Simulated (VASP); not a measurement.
Here is a VASP 6.6.1 calculation.

INCAR

```
ALGO = Normal
EDIFF = 1E-6
ENCUT = 520
GGA = PS
ISIF = 2
ISMEAR = -1
LASPH = T
LCHARG = F
LREAL = F
LWAVE = F
NBANDS = 20
NELM = 60
PREC = Accurate
SIGMA = 0.05
```

The input KPOINTS:

```
k-points
0
Gamma
  7 7 7
```

POSCAR

```
CaH3Pd
1.0
    3.6515651887      0.0000000000      0.0000000000
    0.0000000000      3.6515651887      0.0000000000
    0.0000000000      0.0000000000      3.6515651887
Ca H Pd
1 3 1
Direct
    0.5000000000      0.5000000000      0.5000000000
    0.5000000000      0.0000000000      0.0000000000
    0.0000000000      0.5000000000      0.0000000000
    0.0000000000      0.0000000000      0.5000000000
    0.0000000000      0.0000000000      0.0000000000
```

Potentials or basis: VASP PAW PBE potentials, release 64 (Ca_sv, H, Pd).

The run is started by

```console
$ cat potpaw_PBE.64/Ca_sv/POTCAR potpaw_PBE.64/H/POTCAR potpaw_PBE.64/Pd/POTCAR > POTCAR
$ mpirun -np 1 vasp_std > vasp.out
```

**Question.** Estimate the pressure.

**Answer.** 2.1 GPa.

Caveat: the PAW data sets were made with another functional, which shifts forces and pressure a little.
